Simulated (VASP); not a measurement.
# W (Im-3m) in VASP: notebook

Runs on W. Level: PBE. Tasks: single point, relaxation of cell and atoms.

Program: VASP 6.6.1. These are calculated values, not measurements. Logs are shortened: lines on timing, memory, paths and dates and some standing lists are left out, and cuts for length are marked.

## 1. The cell of the first run

Symmetry: Im-3m, No. 229, cubic system. The conventional cell has a = 3.165 Å, b = 3.165 Å, c = 3.165 Å, α = 90.00°, β = 90.00°, γ = 90.00°. W (site symmetry m-3m) has 14 W at 2.74 to 3.16 Å within 3.6 Å.

## 2. Single point, PBE

INCAR

```
SYSTEM = W
  PREC = Accurate
  ENCUT = 520
  EDIFF = 1E-6
  ISMEAR = 0
  SIGMA = 0.1
  LREAL = .False.
  LASPH = .True.
  NELM = 100
  ALGO = Normal
  ISIF = 2
  LWAVE = .False.
  LCHARG = .False.
  GGA = PE
  NBANDS = 13
```

KPOINTS

```
Automatic mesh
0
Gamma
  8 8 8
  0 0 0
```

POSCAR

```
W
1.0
   -1.5823450000      1.5823450000      1.5823450000
    1.5823450000     -1.5823450000      1.5823450000
    1.5823450000      1.5823450000     -1.5823450000
W
1
Direct
    0.0000000000      0.0000000000      0.0000000000
```

Potentials or basis: VASP PAW PBE potentials, release 64 (W_sv).

On the command line:

```
> cat potpaw_PBE.64/W_sv/POTCAR > POTCAR
> mpirun -np 1 vasp_std > vasp.out
```

OUTCAR:

```text
SYSTEM = W
   PREC = Accurate
   ENCUT = 520
   EDIFF = 1E-6
   ISMEAR = 0
   LREAL = .False.
   LASPH = .True.
   NELM = 100
   ISIF = 2
   GGA = PE

 ion  position               nearest neighbor table
   1  0.000  0.000  0.000-

  LATTYP: Found a body centered cubic cell.
 ALAT       =     3.1646900000

  Lattice vectors:

 A1 = (  -1.5823450000,   1.5823450000,   1.5823450000)
 A2 = (   1.5823450000,  -1.5823450000,   1.5823450000)
 A3 = (   1.5823450000,   1.5823450000,  -1.5823450000)

Analysis of symmetry for initial positions (statically):
=====================================================================
 Subroutine PRICEL returns:
 Original cell was already a primitive cell.

 Routine SETGRP: Setting up the symmetry group for a
 body centered cubic supercell.

 Subroutine GETGRP returns: Found 48 space group operations
[... 9 lines left out ...]

 Routine SETGRP: Setting up the symmetry group for a
 body centered cubic supercell.

 Subroutine GETGRP returns: Found 48 space group operations
[... 11 lines left out ...]
                                     Primitive cell

  volume of cell :      15.8476

  direct lattice vectors                    reciprocal lattice vectors
    -1.582345000  1.582345000  1.582345000     0.000000000  0.315986716  0.315986716
     1.582345000 -1.582345000  1.582345000     0.315986716  0.000000000  0.315986716
     1.582345000  1.582345000 -1.582345000     0.315986716  0.315986716  0.000000000

  length of vectors
     2.740701935  2.740701935  2.740701935     0.446872699  0.446872699  0.446872699

  position of ions in fractional coordinates (direct lattice)
     0.000000000  0.000000000  0.000000000

  ion indices of the primitive-cell ions
   primitive index   ion index
                 1           1

----------------------------------------------------------------------------------------

 KPOINTS: Automatic mesh

Automatic generation of k-mesh.
 Grid dimensions read from file:
 generate k-points for:    8    8    8

 Generating k-lattice:

  Cartesian coordinates                     Fractional coordinates (reciprocal lattice)
     0.000000000  0.039498339  0.039498339     0.125000000  0.000000000  0.000000000
     0.039498339  0.000000000  0.039498339     0.000000000  0.125000000  0.000000000
     0.039498339  0.039498339  0.000000000     0.000000000  0.000000000  0.125000000

  Length of vectors
     0.055859087  0.055859087  0.055859087

  Shift w.r.t. Gamma in fractional coordinates (k-lattice)
     0.000000000  0.000000000  0.000000000

 Subroutine IBZKPT returns following result:
 ===========================================

 Found     29 irreducible k-points:

 Following reciprocal coordinates:
            Coordinates               Weight
  0.000000  0.000000  0.000000      1.000000
  0.125000  0.000000  0.000000     12.000000
  0.250000  0.000000  0.000000     12.000000
  0.375000  0.000000  0.000000     12.000000
  0.500000  0.000000  0.000000      6.000000
  0.125000  0.125000  0.000000     24.000000
[... 16 lines left out ...]
 -0.250000  0.250000  0.250000      6.000000
 -0.375000  0.375000  0.250000     24.000000
 [... further k-points ...]
   k-points           NKPTS =     29   k-points in BZ     NKDIM =     29   number of bands    NBANDS=     13
   number of dos      NEDOS =    301   number of ions     NIONS =      1
   total plane-waves  NPLWV =   8000
   dimension x,y,z NGX =    20 NGY =   20 NGZ =   20
   dimension x,y,z NGXF=    40 NGYF=   40 NGZF=   40
   ions per type =               1
   NGX,Y,Z   is equivalent  to a cutoff of  12.13, 12.13, 12.13 a.u.
   NGXF,Y,Z  is equivalent  to a cutoff of  24.26, 24.26, 24.26 a.u.
 SYSTEM =  W
   PREC   = accura    normal or accurate (medium, high low for compatibility)
   ISTART =      0    job   : 0-new  1-cont  2-samecut
   ICHARG =      2    charge: 1-file 2-atom 10-const
   ISPIN  =      1    spin polarized calculation?
   LNONCOLLINEAR =      F non collinear calculations
   LSORBIT =      F    spin-orbit coupling
   LASPH  =      T    aspherical Exc in radial PAW
   ENCUT  =  520.0 eV  38.22 Ry    6.18 a.u.   5.10  5.10  5.10*2*pi/ulx,y,z
   NELM   =    100;   NELMIN=  2; NELMDL= -5     # of ELM steps
   EDIFF  = 0.1E-05   stopping-criterion for ELM
   LREAL  =      F    real-space projection
   EDIFFG = 0.1E-04   stopping-criterion for IOM
   NSW    =      0    number of steps for IOM
   IBRION =     -1    ionic relax: 0-MD 1-quasi-New 2-CG
   NFREE  =      0    steps in history (QN), initial steepest desc. (CG)
   ISIF   =      2    stress and relaxation
   ISYM   =      2    0-nonsym 1-usesym 2-fastsym
   POTIM  = 0.5000    time-step for ionic-motion
   TEBEG  =    0.0;   TEEND  =   0.0 temperature during run
   PSTRESS=    0.0 pullay stress
   NELECT =      14.0000    total number of electrons
   NUPDOWN=      -1.0000    fix difference up-down
   EMIN   =  10.00;   EMAX   =-10.00  energy-range for DOS
   EFERMI =   0.00;   METHOD = LEGACY
   ISMEAR =     0;   SIGMA  =   0.10  broadening in eV -4-tet -1-fermi 0-gaus
   EFERMI_NEDOS =   21; number of points for ismear=-14 and -15
   IALGO  =     38    algorithm
   IMIX   =      4    mixing-type and parameters
     AMIX     =   0.40;   BMIX     =  1.00
     AMIX_MAG =   1.60;   BMIX_MAG =  1.00
  volume/ion in A,a.u.               =      15.85       106.94
  Fermi-wavevector in a.u.,A,eV,Ry     =   1.570832  2.968442 33.572544  2.467512
  Thomas-Fermi vector in A             =   2.672506
   LORBIT       =      0    0 simple, 1 ext, 2 COOP (PROOUT), +10 PAW based schemes
   GGA     = PE    functional components
   LHFCALC =     F    Hartree Fock is set to
   AEXX    =    0.0000 exact exchange contribution
   IVDW    =     0    specifies the selected vdW correction
   LEPSILON=     F    determine dielectric tensor
   LRPA    =     F    only Hartree local field effects (RPA)
 non-spin polarized calculation
 Gauss-broadening in eV      SIGMA  =   0.10
  energy-cutoff  :      520.00
  volume of cell :       15.85
 maximum number of plane-waves:       436
   NGX = 11   NGY = 11   NGZ = 11

 number of electron      14.0000004 magnetization

 Free energy of the ion-electron system (eV)
  ---------------------------------------------------
  ext. energy  EPLUGINS =         0.00000000
  ---------------------------------------------------
  free energy    TOTEN  =       -12.94921062 eV

  energy without entropy =      -12.94920918  energy(sigma->0) =      -12.94920990

 E-fermi :  11.2281     XC(G=0): -13.6420

 val. band max:       10.9441760098   @ k =   0.1250   0.0000   0.0000
 cond. band min:      11.5150552304   @ k =  -0.2500   0.2500   0.1250
 fundamental gap:      0.5708792206
 Fermi energy:        11.2281230798

 k-point     1 :       0.0000    0.0000    0.0000
  band No.  band energies     occupation
      1     -62.7335      2.00000
      2     -26.2951      2.00000
      3     -26.2951      2.00000
      4     -26.2951      2.00000
      5       1.8090      2.00000
      6      10.2208      2.00000
      7      10.2208      2.00000
      8      10.2208      2.00000
      9      13.7107      0.00000
     10      13.7107      0.00000
     11      25.9645      0.00000
     12      25.9645      0.00000
     13      25.9645      0.00000

 k-point     2 :       0.1250    0.0000    0.0000
  band No.  band energies     occupation
      1     -62.7140      2.00000
      2     -26.4975      2.00000
      3     -26.3585      2.00000
      4     -26.2961      2.00000
      5       2.5395      2.00000
      6       9.7926      2.00000
      7      10.0727      2.00000
      8      10.9442      1.99994
      9      13.1684      0.00000
     10      13.7263      0.00000
     11      26.5086      0.00000
     12      27.2165      0.00000
     13      27.5626      0.00000

 k-point     3 :       0.2500    0.0000    0.0000
  band No.  band energies     occupation
      1     -62.6666      2.00000
      2     -26.9653      2.00000
      3     -26.5087      2.00000
      4     -26.2986      2.00000
      5       4.2260      2.00000
      6       8.9047      2.00000
      7       9.5926      2.00000
      8      12.9855      0.00000
      9      13.0847      0.00000
     10      13.8998      0.00000
     11      26.2071      0.00000
     12      27.9870      0.00000
     13      30.5254      0.00000

 k-point     4 :       0.3750    0.0000    0.0000
  band No.  band energies     occupation
      1     -62.6190      2.00000
      2     -27.4075      2.00000
      3     -26.6551      2.00000
      4     -26.3013      2.00000
      5       5.1679      2.00000
      6       8.1587      2.00000
      7      10.5437      2.00000
      8      13.6192      0.00000
      9      14.3107      0.00000
     10      15.8267      0.00000
     11      24.0094      0.00000
     12      24.4767      0.00000
     13      30.9533      0.00000

 k-point     5 :       0.5000    0.0000    0.0000
  band No.  band energies     occupation
      1     -62.5992      2.00000
      2     -27.5839      2.00000
      3     -26.7146      2.00000
      4     -26.3025      2.00000
      5       5.1701      2.00000
      6       7.8798      2.00000
      7      12.1250      0.00000
      8      13.6053      0.00000
      9      14.5845      0.00000
     10      17.6038      0.00000
     11      22.5375      0.00000
     12      22.9338      0.00000
     13      28.2853      0.00000
[... 257 lines left out ...]
 k-point    22 :       0.2500    0.2500    0.2500
  band No.  band energies     occupation
      1     -62.5901      2.00000
      2     -26.9467      2.00000
      3     -26.9467      2.00000
      4     -26.9467      2.00000
      5       8.4825      2.00000
      6       8.4825      2.00000
      7       8.4825      2.00000
      8      14.7506      0.00000
      9      14.7506      0.00000
     10      18.0745      0.00000
     11      23.7076      0.00000
     12      23.7076      0.00000
     13      23.7076      0.00000

 k-point    23 :      -0.2500    0.2500    0.2500
  band No.  band energies     occupation
      1     -62.6081      2.00000
      2     -26.9890      2.00000
      3     -26.7395      2.00000
      4     -26.7395      2.00000
      5       6.2339      2.00000
      6       8.6318      2.00000
      7      10.9161      1.99999
      8      10.9161      1.99999
      9      12.8112      0.00000
     10      14.9474      0.00000
     11      25.9561      0.00000
     12      30.9465      0.00000
     13      30.9465      0.00000

 k-point    24 :      -0.3750    0.3750    0.2500
  band No.  band energies     occupation
      1     -62.5666      2.00000
      2     -27.2583      2.00000
      3     -26.8972      2.00000
      4     -26.7772      2.00000
      5       6.8998      2.00000
      6       7.6226      2.00000
      7      10.9212      1.99999
      8      11.7184      0.00000
      9      15.1813      0.00000
     10      15.8439      0.00000
     11      25.1532      0.00000
     12      27.6567      0.00000
     13      28.7910      0.00000

 [... further k-points ...]

------------------------ aborting loop because EDIFF is reached ----------------------------------------

  FORCE on cell =-STRESS in cart. coord.  units (eV):
  Direction    XX          YY          ZZ          XY          YZ          ZX
  --------------------------------------------------------------------------------------
  -------------------------------------------------------------------------------------
  Total        0.6563439      0.6563439      0.6563439     -0.0000000      0.0000000      0.0000000
  in kB       66.3557381     66.3557381     66.3557381     -0.0000000      0.0000000      0.0000000
  external PRESSURE =      66.3557381 kB  Pullay stress =       0.0000000 kB

 VOLUME and BASIS-vectors are now :
 -----------------------------------------------------------------------------
  energy-cutoff  :      520.00
  volume of cell :       15.85
      direct lattice vectors                 reciprocal lattice vectors
    -1.582345000  1.582345000  1.582345000     0.000000000  0.315986716  0.315986716
     1.582345000 -1.582345000  1.582345000     0.315986716  0.000000000  0.315986716
     1.582345000  1.582345000 -1.582345000     0.315986716  0.315986716  0.000000000

 POSITION                                       TOTAL-FORCE (eV/Angst)
 -----------------------------------------------------------------------------------
      0.00000      0.00000      0.00000         0.000000      0.000000     -0.000000
 -----------------------------------------------------------------------------------
    total drift:                                0.000000     -0.000000      0.000000

  FREE ENERGIE OF THE ION-ELECTRON SYSTEM (eV)
  ---------------------------------------------------
  free  energy   TOTEN  =       -12.9492106245 eV

  energy  without entropy=      -12.9492091773  energy(sigma->0) =      -12.94920990
```

Run time: 2.4 s. Hardware: 1 thread of Intel Xeon 6975P-C (Granite Rapids), shared host; peak memory 0.12 GiB.

Results:

```
Free energy            : -12.9492 eV
Pressure               : 6.6 GPa
Band gap on the k mesh : zero (band 7 reaches 16.62 eV, above the bottom of band 8 at 10.22 eV)
```

Caveat: spin-orbit coupling is left out, which moves the levels of the heavy elements.

## 3. Relaxation of cell and atoms, PBE

INCAR

```
PREC = Accurate
ENCUT = 600
EDIFF = 1E-6
ISMEAR = 0
SIGMA = 0.1
LREAL = False
LASPH = True
NELM = 100
ALGO = Normal
ISIF = 3
LWAVE = False
LCHARG = False
GGA = PE
IBRION = 2
NSW = 100
EDIFFG = -0.005
```

KPOINTS

```
Automatic mesh
0
Gamma
  18 18 18
```

POSCAR is that of step 2.

Potentials or basis: VASP PAW PBE potentials, release 64 (W_sv).

On the command line:

```
> cat potpaw_PBE.64/W_sv/POTCAR > POTCAR
> mpirun -np 1 vasp_std > vasp.out
```

OUTCAR:

```text
PREC = Accurate
   ENCUT = 600
   EDIFF = 1E-6
   ISMEAR = 0
   LREAL = False
   LASPH = True
   NELM = 100
   ISIF = 3
   GGA = PE
   IBRION = 2
   NSW = 100
   EDIFFG = -0.005

 ion  position               nearest neighbor table
   1  0.000  0.000  0.000-

  LATTYP: Found a body centered cubic cell.
 ALAT       =     3.1646900000

  Lattice vectors:

 A1 = (  -1.5823450000,   1.5823450000,   1.5823450000)
 A2 = (   1.5823450000,  -1.5823450000,   1.5823450000)
 A3 = (   1.5823450000,   1.5823450000,  -1.5823450000)

Analysis of symmetry for initial positions (statically):
=====================================================================
 Subroutine PRICEL returns:
 Original cell was already a primitive cell.

 Routine SETGRP: Setting up the symmetry group for a
 body centered cubic supercell.

 Subroutine GETGRP returns: Found 48 space group operations
[... 9 lines left out ...]

 Routine SETGRP: Setting up the symmetry group for a
 body centered cubic supercell.

 Subroutine GETGRP returns: Found 48 space group operations
[... 11 lines left out ...]
                                     Primitive cell

  volume of cell :      15.8476

  direct lattice vectors                    reciprocal lattice vectors
    -1.582345000  1.582345000  1.582345000     0.000000000  0.315986716  0.315986716
[... 237 lines left out ...]
--------------------------------------- Ionic step        4  -------------------------------------------

 number of electron      14.0000002 magnetization

 Free energy of the ion-electron system (eV)
  ---------------------------------------------------
  ext. energy  EPLUGINS =         0.00000000
  ---------------------------------------------------
  free energy    TOTEN  =       -12.95133683 eV

  energy without entropy =      -12.94775362  energy(sigma->0) =      -12.94954522

 E-fermi :  11.1631     XC(G=0): -13.5302

 val. band max:       11.1589228503   @ k =  -0.2778   0.3333   0.2222
 cond. band min:      11.1754594658   @ k =   0.5000   0.5000   0.2222
 fundamental gap:      0.0165366155
 Fermi energy:        11.1631137323

 k-point     1 :       0.0000    0.0000    0.0000
  band No.  band energies     occupation
      1     -63.0398      2.00000
      2     -26.6301      2.00000
      3     -26.6301      2.00000
      4     -26.6301      2.00000
      5       1.6351      2.00000
      6       9.9698      2.00000
      7       9.9698      2.00000
      8       9.9698      2.00000
      9      13.3820      0.00000
     10      13.3820      0.00000
     11      25.6365      0.00000
[... 309 lines left out ...]
 k-point    24 :       0.3889    0.1111    0.0000
  band No.  band energies     occupation
      1     -62.9167      2.00000
      2     -27.7631      2.00000
      3     -27.0565      2.00000
      4     -26.6896      2.00000
      5       5.4404      2.00000
      6       7.8376      2.00000
      7      10.5485      2.00000
      8      13.1476      0.00000
      9      14.4383      0.00000
     10      17.4241      0.00000
     11      21.8142      0.00000

 [... further k-points ...]

------------------------ aborting loop because EDIFF is reached ----------------------------------------

  FORCE on cell =-STRESS in cart. coord.  units (eV):
  Direction    XX          YY          ZZ          XY          YZ          ZX
  --------------------------------------------------------------------------------------
  -------------------------------------------------------------------------------------
  Total       -0.0034293     -0.0034293     -0.0034293     -0.0000000      0.0000000     -0.0000000
  in kB       -0.3399377     -0.3399377     -0.3399377     -0.0000000      0.0000000     -0.0000000
  external PRESSURE =      -0.3399377 kB  Pullay stress =       0.0000000 kB
[... 16 lines left out ...]
  FREE ENERGIE OF THE ION-ELECTRON SYSTEM (eV)
  ---------------------------------------------------
  free  energy   TOTEN  =       -12.9513368258 eV

  energy  without entropy=      -12.9477536164  energy(sigma->0) =      -12.94954522

 reached required accuracy - stopping structural energy minimisation
```

It took 25 s on 1 thread of Intel Xeon 6975P-C (Granite Rapids), shared host; peak memory 0.18 GiB.

What came out:

- Free energy: -12.9513 eV
- Relaxed volume: 16.16 Å³/atom
- Relaxed cell: a = 2.759 Å, b = 2.759 Å, c = 2.759 Å, α = 109.47°, β = 109.47°, γ = 109.47°
- Space group after relaxing (to 0.05 Å): Im-3m (No. 229)
- Energy gained by relaxing: 6.0 meV/atom
- Ionic steps: 4
- Pressure after relaxing: 0.0 GPa
- Band gap on the k mesh: zero (band 7 reaches 16.19 eV, above the bottom of band 8 at 9.97 eV)

The path:
| step | energy change (eV) | largest force (eV/Å) | pressure (GPa) | volume (Å³) |
| --- | --- | --- | --- | --- |
| 1 | 0.0000 | 0.0000 | 6.28 | 15.85 |
| 2 | 0.0634 | 0.0000 | -18.04 | 17.31 |
| 3 | -0.0060 | 0.0000 | -0.13 | 16.17 |
| 4 | -0.0060 | 0.0000 | -0.03 | 16.16 |

Final structure:
```
W
1.0
    -1.59276    1.59276    1.59276
     1.59276   -1.59276    1.59276
     1.59276    1.59276   -1.59276
W
1
Direct
  0.00000 0.00000 0.00000
```

Caveat: spin-orbit coupling is left out, which moves the levels of the heavy elements.

[end of part 1 of 2]
